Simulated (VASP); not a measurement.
# Ge (Fd-3m) in VASP: a series of runs, part 2 of 2

VASP 6.6.1. The steps go on from the part before.

## 3. Single point, PBE (23.20 Å³/atom)

This run uses another cell than the first one, of 23.20 Å³/atom.

INCAR

```
SYSTEM = Ge
ALGO     = Normal         ! electronic algorithm
EDIFF    = 1E-6           ! SCF threshold, eV
ENCUT    = 520            ! plane-wave cutoff, eV
GGA      = PE             ! functional
ISIF     = 2              ! what is computed and relaxed
ISMEAR   = 0              ! smearing method
LASPH    = .True.         ! aspherical terms in the spheres
LCHARG   = .False.        ! write CHGCAR
LREAL    = .False.        ! projectors in reciprocal space
LWAVE    = .False.        ! write WAVECAR
NBANDS   = 21             ! bands
NELM     = 80             ! most SCF steps
PREC     = Accurate       ! precision mode
SIGMA    = 0.05           ! smearing width, eV
```

KPOINTS

```
k-points
0
Gamma
  14 14 14
  0 0 0
```

POSCAR

```
Ge
1.0
    0.0000000000      2.8522356578      2.8522356578
    2.8522356578      0.0000000000      2.8522356578
    2.8522356578      2.8522356578      0.0000000000
Ge
2
Direct
    0.5000000000      0.5000000000      0.5000000000
    0.7500000000      0.7500000000      0.7500000000
```

Potentials or basis: VASP PAW PBE potentials, release 64 (Ge_d).

Started as:

```bash
cat potpaw_PBE.64/Ge_d/POTCAR > POTCAR
mpirun -np 1 vasp_std > vasp.out
```

OUTCAR:

```text
SYSTEM = Ge
   EDIFF = 1E-6
   ENCUT = 520
   GGA = PE
   ISIF = 2
   ISMEAR = 0
   LASPH = .True.
   LREAL = .False.
   NELM = 80
   PREC = Accurate

 ion  position               nearest neighbor table
   1  0.500  0.500  0.500-   2 2.47   2 2.47   2 2.47   2 2.47
   2  0.750  0.750  0.750-   1 2.47   1 2.47   1 2.47   1 2.47

  LATTYP: Found a face centered cubic cell.
 ALAT       =     5.7044713156

  Lattice vectors:

 A1 = (   0.0000000000,   2.8522356578,   2.8522356578)
 A2 = (   2.8522356578,   0.0000000000,   2.8522356578)
 A3 = (   2.8522356578,   2.8522356578,   0.0000000000)

Analysis of symmetry for initial positions (statically):
=====================================================================
 Subroutine PRICEL returns:
 Original cell was already a primitive cell.

 Routine SETGRP: Setting up the symmetry group for a
 face centered cubic supercell.

 Subroutine GETGRP returns: Found 48 space group operations
 (whereof 24 operations were pure point group operations)
 out of a pool of 48 trial point group operations.

The static configuration has the point symmetry T_d .
 The point group associated with its full space group is O_h .

Analysis of symmetry for dynamics (positions and initial velocities):
=====================================================================
 Subroutine PRICEL returns:
 Original cell was already a primitive cell.

 Routine SETGRP: Setting up the symmetry group for a
 face centered cubic supercell.

 Subroutine GETGRP returns: Found 48 space group operations
 (whereof 24 operations were pure point group operations)
 out of a pool of 48 trial point group operations.

The dynamic configuration has the point symmetry T_d .
 The point group associated with its full space group is O_h .

 Subroutine INISYM returns: Found 48 space group operations
 (whereof 24 operations are pure point group operations),
 and found     1 'primitive' translations

[... 111 lines left out ...]
   IALGO  =     38    algorithm
   IMIX   =      4    mixing-type and parameters
     AMIX     =   0.40;   BMIX     =  1.00
     AMIX_MAG =   1.60;   BMIX_MAG =  1.00
  volume/ion in A,a.u.               =      23.20       156.59
  Fermi-wavevector in a.u.,A,eV,Ry     =   1.383350  2.614153 26.036891  1.913657
  Thomas-Fermi vector in A             =   2.507956
   LORBIT       =      0    0 simple, 1 ext, 2 COOP (PROOUT), +10 PAW based schemes
   GGA     = PE    functional components
   LHFCALC =     F    Hartree Fock is set to
   AEXX    =    0.0000 exact exchange contribution
   IVDW    =     0    specifies the selected vdW correction
   LEPSILON=     F    determine dielectric tensor
   LRPA    =     F    only Hartree local field effects (RPA)
 non-spin polarized calculation
 Gauss-broadening in eV      SIGMA  =   0.05
  energy-cutoff  :      520.00
  volume of cell :       46.41
 maximum number of plane-waves:      1268
 NGX is ok and might be reduce to    30
   NGX = 15   NGY = 15   NGZ = 15

 number of electron      28.0000002 magnetization

 Free energy of the ion-electron system (eV)
  ---------------------------------------------------
  ext. energy  EPLUGINS =         0.00000000
  ---------------------------------------------------
  free energy    TOTEN  =        -9.02890636 eV

  energy without entropy =       -9.02887682  energy(sigma->0) =       -9.02889159

 E-fermi :   4.7695     XC(G=0):  -9.8085

 val. band max:        4.7546388453   @ k =   0.0000   0.0000   0.0000
 cond. band min:       4.8653102471   @ k =   0.5000   0.0000   0.0000
 fundamental gap:      0.1106714018
 Fermi energy:         4.7694850639

 k-point     1 :       0.0000    0.0000    0.0000
  band No.  band energies     occupation
      1     -20.0269      2.00000
      2     -20.0269      2.00000
      3     -20.0269      2.00000
      4     -19.9926      2.00000
      5     -19.9926      2.00000
      6     -19.7950      2.00000
[... 565 lines left out ...]
     20      13.9913      0.00000
     21      14.4850      0.00000

 [... further k-points ...]

------------------------ aborting loop because EDIFF is reached ----------------------------------------

  FORCE on cell =-STRESS in cart. coord.  units (eV):
  Direction    XX          YY          ZZ          XY          YZ          ZX
  --------------------------------------------------------------------------------------
  -------------------------------------------------------------------------------------
  Total        0.5144604      0.5144604      0.5144604      0.0000000      0.0000000      0.0000000
  in kB       17.7613655     17.7613655     17.7613655      0.0000000      0.0000000      0.0000000
  external PRESSURE =      17.7613655 kB  Pullay stress =       0.0000000 kB

 VOLUME and BASIS-vectors are now :
 -----------------------------------------------------------------------------
  energy-cutoff  :      520.00
  volume of cell :       46.41
      direct lattice vectors                 reciprocal lattice vectors
     0.000000000  2.852235658  2.852235658    -0.175301083  0.175301083  0.175301083
     2.852235658  0.000000000  2.852235658     0.175301083 -0.175301083  0.175301083
     2.852235658  2.852235658  0.000000000     0.175301083  0.175301083 -0.175301083

 POSITION                                       TOTAL-FORCE (eV/Angst)
 -----------------------------------------------------------------------------------
      2.85224      2.85224      2.85224         0.000000      0.000000      0.000000
      4.27835      4.27835      4.27835        -0.000000     -0.000000     -0.000000
 -----------------------------------------------------------------------------------
    total drift:                                0.000000     -0.000000     -0.000000

  FREE ENERGIE OF THE ION-ELECTRON SYSTEM (eV)
  ---------------------------------------------------
  free  energy   TOTEN  =        -9.0289063607 eV

  energy  without entropy=       -9.0288768188  energy(sigma->0) =       -9.02889159
```

OSZICAR:

```text
N       E                     dE             d eps       ncg     rms          rms(c)
DAV:   1     0.194739120299E+03    0.19474E+03   -0.14684E+04  4919   0.363E+03
DAV:   2     0.194622756330E+02   -0.17528E+03   -0.16967E+03  4368   0.627E+02
DAV:   3    -0.815432705175E+01   -0.27617E+02   -0.27451E+02  4968   0.145E+02
DAV:   4    -0.909311511665E+01   -0.93879E+00   -0.93825E+00  4958   0.314E+01
DAV:   5    -0.910860393708E+01   -0.15489E-01   -0.15488E-01  4921   0.447E+00    0.310E+00
DAV:   6    -0.905524618618E+01    0.53358E-01   -0.20904E-02  5090   0.146E+00    0.183E+00
DAV:   7    -0.902703678406E+01    0.28209E-01   -0.44809E-02  4846   0.193E+00    0.145E-01
DAV:   8    -0.902867369907E+01   -0.16369E-02   -0.56448E-03  4898   0.921E-01    0.430E-02
DAV:   9    -0.902888597341E+01   -0.21227E-03   -0.25180E-04  4933   0.177E-01    0.139E-02
DAV:  10    -0.902890411143E+01   -0.18138E-04   -0.34872E-05  5067   0.642E-02    0.606E-03
DAV:  11    -0.902890632527E+01   -0.22138E-05   -0.55139E-06  4389   0.335E-02    0.178E-03
DAV:  12    -0.902890636072E+01   -0.35448E-07   -0.20472E-07  3226   0.675E-03
   1 F= -.90289064E+01 E0= -.90288916E+01  d E =-.295419E-04
```

It took 35 s on 1 thread of AMD EPYC 9R45 (Zen 5), shared host; peak memory 0.19 GiB.

Results:

```
Free energy            : -9.0289 eV
Pressure               : 1.8 GPa
Band gap on the k mesh : zero (filled and empty bands touch)
```

Levels at points of the mesh, in eV from the Fermi level:
| k point | band 11 | band 12 | band 13 | band 14 | band 15 | band 16 | band 17 | band 18 |
| --- | --- | --- | --- | --- | --- | --- | --- | --- |
| (0.00, 0.00, 0.00) | -12.60 | -0.20 | -0.01 | -0.01 | -0.01 | 2.53 | 2.53 | 2.53 |
| (0.50, 0.00, 0.00) | -10.57 | -7.50 | -1.38 | -1.38 | 0.10 | 3.72 | 3.72 | 7.11 |
| (0.50, 0.50, 0.00) | -8.81 | -8.81 | -3.00 | -3.00 | 0.77 | 0.77 | 9.30 | 9.30 |

Caveat: semilocal functionals underestimate gaps, so a narrow gap can read as zero.
